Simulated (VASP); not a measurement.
# RbBr (Pm-3m) in VASP: further runs

The runs below take RbBr through single point, with r2SCAN, HSE06.

Everything below comes from runs of VASP 6.6.1. Logs are shortened: lines on timing, memory, paths and dates and some standing lists are left out, and cuts for length are marked.

**1. The cell of the first run**

Symmetry: Pm-3m, No. 221, cubic system. Conventional cell: a = 4.124 Å, b = 4.124 Å, c = 4.124 Å, α = 90.00°, β = 90.00°, γ = 90.00°. Rb (site symmetry m-3m) has 8 Br at 3.57 Å and 6 Rb at 4.12 Å within 4.7 Å. Within 4.7 Å of Br (site symmetry m-3m) lie 8 Rb at 3.57 Å and 6 Br at 4.12 Å.

**2. Single point, r2SCAN**

POSCAR

```
RbBr
1.0
    4.1242529966      0.0000000000      0.0000000000
    0.0000000000      4.1242529966      0.0000000000
    0.0000000000      0.0000000000      4.1242529966
Rb Br
1 1
Direct
    0.0000000000      0.0000000000      0.0000000000
    0.5000000000      0.5000000000      0.5000000000
```

INCAR.step1

```
  PREC = Accurate
  ENCUT = 520
  ISMEAR = 0
  SIGMA = 0.01
  LREAL = F
  LASPH = T
  NELM = 80
  NBANDS = 15
  GGA = PE
  ALGO = Normal
  EDIFF = 1E-4
  LWAVE = T
  LCHARG = F
```

INCAR.step2

```
  PREC = Accurate
  ENCUT = 520
  EDIFF = 1E-6
  ISMEAR = 0
  SIGMA = 0.01
  LREAL = F
  LASPH = T
  NELM = 80
  ALGO = Normal
  ISIF = 2
  LWAVE = F
  LCHARG = F
  METAGGA = R2SCAN
  LMIXTAU = T
  NBANDS = 15
  ISTART = 1
```

KPOINTS

```
regular mesh
0
Gamma
  6 6 6
```

Potentials or basis: VASP PAW PBE potentials, release 64 (Rb_sv, Br).

Started as:

```sh
$ cat potpaw_PBE.64/Rb_sv/POTCAR potpaw_PBE.64/Br/POTCAR > POTCAR
$ cp INCAR.step1 INCAR
$ mpirun -np 1 vasp_std > vasp.out
$ cp INCAR.step2 INCAR
$ mpirun -np 1 vasp_std > vasp.out
```

OUTCAR:

```text
PREC = Accurate
   ENCUT = 520
   EDIFF = 1E-6
   ISMEAR = 0
   LREAL = F
   LASPH = T
   NELM = 80
   ISIF = 2
   METAGGA = R2SCAN
   ISTART = 1

 ion  position               nearest neighbor table
   1  0.000  0.000  0.000-   2 3.57   2 3.57   2 3.57   2 3.57   2 3.57   2 3.57   2 3.57   2 3.57

   2  0.500  0.500  0.500-   1 3.57   1 3.57   1 3.57   1 3.57   1 3.57   1 3.57   1 3.57   1 3.57

  LATTYP: Found a simple cubic cell.
 ALAT       =     4.1242529966

  Lattice vectors:

 A1 = (   4.1242529966,   0.0000000000,   0.0000000000)
 A2 = (   0.0000000000,   4.1242529966,   0.0000000000)
 A3 = (   0.0000000000,   0.0000000000,   4.1242529966)

Analysis of symmetry for initial positions (statically):
=====================================================================
 Subroutine PRICEL returns:
 Original cell was already a primitive cell.

 Routine SETGRP: Setting up the symmetry group for a
 simple cubic supercell.

 Subroutine GETGRP returns: Found 48 space group operations
 (whereof 48 operations were pure point group operations)
 out of a pool of 48 trial point group operations.

The static configuration has the point symmetry O_h .

Analysis of symmetry for dynamics (positions and initial velocities):
=====================================================================
 Subroutine PRICEL returns:
 Original cell was already a primitive cell.

 Routine SETGRP: Setting up the symmetry group for a
 simple cubic supercell.

 Subroutine GETGRP returns: Found 48 space group operations
 (whereof 48 operations were pure point group operations)
 out of a pool of 48 trial point group operations.

The dynamic configuration has the point symmetry O_h .

 Subroutine INISYM returns: Found 48 space group operations
 (whereof 48 operations are pure point group operations),
 and found     1 'primitive' translations

----------------------------------------------------------------------------------------

                                     Primitive cell

  volume of cell :      70.1513

  direct lattice vectors                    reciprocal lattice vectors
     4.124252997  0.000000000  0.000000000     0.242468151  0.000000000  0.000000000
     0.000000000  4.124252997  0.000000000     0.000000000  0.242468151  0.000000000
     0.000000000  0.000000000  4.124252997     0.000000000  0.000000000  0.242468151

  length of vectors
[... 86 lines left out ...]
   TEBEG  =    0.0;   TEEND  =   0.0 temperature during run
   PSTRESS=    0.0 pullay stress
   NELECT =      16.0000    total number of electrons
   NUPDOWN=      -1.0000    fix difference up-down
   EMIN   =  10.00;   EMAX   =-10.00  energy-range for DOS
   EFERMI =   0.00;   METHOD = LEGACY
   ISMEAR =     0;   SIGMA  =   0.01  broadening in eV -4-tet -1-fermi 0-gaus
   EFERMI_NEDOS =   21; number of points for ismear=-14 and -15
   IALGO  =     38    algorithm
   IMIX   =      4    mixing-type and parameters
     AMIX     =   0.40;   BMIX     =  1.00
     AMIX_MAG =   1.60;   BMIX_MAG =  1.00
  volume/ion in A,a.u.               =      35.08       236.70
  Fermi-wavevector in a.u.,A,eV,Ry     =   1.000237  1.890174 13.612272  1.000474
  Thomas-Fermi vector in A             =   2.132580
   LORBIT       =      0    0 simple, 1 ext, 2 COOP (PROOUT), +10 PAW based schemes
   METAGGA = R2SCAN    functional components
   LHFCALC =     F    Hartree Fock is set to
   AEXX    =    0.0000 exact exchange contribution
   IVDW    =     0    specifies the selected vdW correction
   LEPSILON=     F    determine dielectric tensor
   LRPA    =     F    only Hartree local field effects (RPA)
 non-spin polarized calculation
 Gauss-broadening in eV      SIGMA  =   0.01
  energy-cutoff  :      520.00
  volume of cell :       70.15
 maximum number of plane-waves:      1924
 NGX is ok and might be reduce to    32
   NGX = 15   NGY = 15   NGZ = 15

 number of electron      16.0000002 magnetization

 Free energy of the ion-electron system (eV)
  ---------------------------------------------------
  ext. energy  EPLUGINS =         0.00000000
  ---------------------------------------------------
  free energy    TOTEN  =       -31.11032164 eV

  energy without entropy =      -31.11032164  energy(sigma->0) =      -31.11032164

 E-fermi :  -0.9164     XC(G=0):  -8.3322

 val. band max:       -1.0445464305   @ k =   0.5000   0.5000   0.0000
 cond. band min:       3.7925123720   @ k =   0.0000   0.0000   0.0000
 fundamental gap:      4.8370588025
 Fermi energy:        -0.9164306574

 k-point     1 :       0.0000    0.0000    0.0000
  band No.  band energies     occupation
      1     -26.9300      2.00000
      2     -14.1034      2.00000
      3     -10.3671      2.00000
      4     -10.3671      2.00000
      5     -10.3671      2.00000
      6      -1.1986      2.00000
      7      -1.1986      2.00000
      8      -1.1986      2.00000
      9       3.7925      0.00000
     10       5.0708      0.00000
     11       5.0708      0.00000
     12       9.6819      0.00000
     13       9.6819      0.00000
     14       9.6819      0.00000
[... 329 lines left out ...]
      2     -13.7916      2.00000
      3     -10.5899      2.00000
      4     -10.5899      2.00000
      5     -10.5899      2.00000
      6      -2.3885      2.00000
      7      -2.3885      2.00000
      8      -2.3885      2.00000
      9       7.8371      0.00000
     10       7.8371      0.00000
     11       7.8371      0.00000
     12       9.1187      0.00000
     13       9.1187      0.00000
     14       9.1187      0.00000
     15      11.8718      0.00000

------------------------ aborting loop because EDIFF is reached ----------------------------------------

  FORCE on cell =-STRESS in cart. coord.  units (eV):
  Direction    XX          YY          ZZ          XY          YZ          ZX
  --------------------------------------------------------------------------------------
  -------------------------------------------------------------------------------------
  Total        0.0313604      0.0313604      0.0313604     -0.0000000      0.0000000      0.0000000
  in kB        0.7162367      0.7162367      0.7162367     -0.0000000      0.0000000      0.0000000
  external PRESSURE =       0.7162367 kB  Pullay stress =       0.0000000 kB

 VOLUME and BASIS-vectors are now :
 -----------------------------------------------------------------------------
  energy-cutoff  :      520.00
  volume of cell :       70.15
      direct lattice vectors                 reciprocal lattice vectors
     4.124252997  0.000000000  0.000000000     0.242468151  0.000000000  0.000000000
     0.000000000  4.124252997  0.000000000     0.000000000  0.242468151  0.000000000
     0.000000000  0.000000000  4.124252997     0.000000000  0.000000000  0.242468151

 POSITION                                       TOTAL-FORCE (eV/Angst)
 -----------------------------------------------------------------------------------
      0.00000      0.00000      0.00000         0.000000      0.000000      0.000000
      2.06213      2.06213      2.06213         0.000000      0.000000      0.000000
 -----------------------------------------------------------------------------------
    total drift:                                0.000000      0.000000     -0.000000

  FREE ENERGIE OF THE ION-ELECTRON SYSTEM (eV)
  ---------------------------------------------------
  free  energy   TOTEN  =       -31.1103216423 eV

  energy  without entropy=      -31.1103216423  energy(sigma->0) =      -31.11032164
```

Run time: 63 s. Hardware: 1 thread of Intel Xeon 8259CL, shared host; peak memory 0.19 GiB.

Results:

| Item | Value |
| --- | --- |
| Free energy | -31.1103 eV |
| Pressure | 0.1 GPa |
| Band gap on the k mesh | 4.84 eV (least direct gap 4.99 eV) |

Caveat: the PAW data sets were made with another functional, which shifts forces and pressure a little. A k mesh can miss the band edges.

**3. Single point, HSE06**

POSCAR is that of step 2.

INCAR.step1

```
  PREC = Accurate
  ENCUT = 520
  EDIFF = 1E-5
  ISMEAR = 0
  SIGMA = 0.01
  LREAL = F
  LASPH = T
  NELM = 60
  ALGO = Normal
  ISIF = 2
  LWAVE = T
  LCHARG = F
  NBANDS = 15
  GGA = PE
```

INCAR.step2

```
  PREC = Accurate
  ENCUT = 520
  EDIFF = 1E-6
  ISMEAR = 0
  SIGMA = 0.01
  LREAL = F
  LASPH = T
  NELM = 60
  ALGO = Normal
  ISIF = 2
  LWAVE = F
  LCHARG = F
  GGA = PE
  LHFCALC = T
  HFSCREEN = 0.2079
  PRECFOCK = Normal
  NBANDS = 15
  ISTART = 1
```

KPOINTS

```
regular mesh
0
Gamma
  4 4 4
```

Potentials or basis: VASP PAW PBE potentials, release 64 (Rb_sv, Br).

Started as:

```sh
$ cat potpaw_PBE.64/Rb_sv/POTCAR potpaw_PBE.64/Br/POTCAR > POTCAR
$ cp INCAR.step1 INCAR
$ mpirun -np 1 vasp_std > vasp.out
$ cp INCAR.step2 INCAR
$ mpirun -np 1 vasp_std > vasp.out
```

Wall time 7.2 min (1 thread of Intel Xeon 8259CL, shared host); peak memory 0.29 GiB.

The run converged. Its results:

```yaml
Free_energy: -6.9661 eV
Pressure: 0.5 GPa
Band_gap_on_the_k_mesh: 5.27 eV (least direct gap 5.43 eV)
```

Levels at points of the mesh, in eV from the valence-band top:
| k point | band 4 | band 5 | band 6 | band 7 | band 8 | band 9 | band 10 | band 11 | band 12 | band 13 |
| --- | --- | --- | --- | --- | --- | --- | --- | --- | --- | --- |
| (0.00, 0.00, 0.00) | -9.64 | -9.64 | -0.16 | -0.16 | -0.16 | 5.27 | 6.76 | 6.76 | 11.41 | 11.41 |
| (0.50, 0.00, 0.00) | -9.59 | -9.59 | -1.81 | -0.24 | -0.24 | 8.17 | 8.33 | 8.97 | 9.92 | 11.33 |
| (0.50, 0.50, 0.00) | -9.97 | -9.55 | -1.13 | -1.13 | 0.00 | 6.49 | 7.46 | 9.29 | 9.29 | 12.18 |
| (0.50, 0.50, 0.50) | -9.87 | -9.87 | -1.42 | -1.42 | -1.42 | 9.45 | 9.45 | 9.45 | 10.82 | 10.82 |

Caveat: the PAW data sets were made with another functional, which shifts forces and pressure a little.
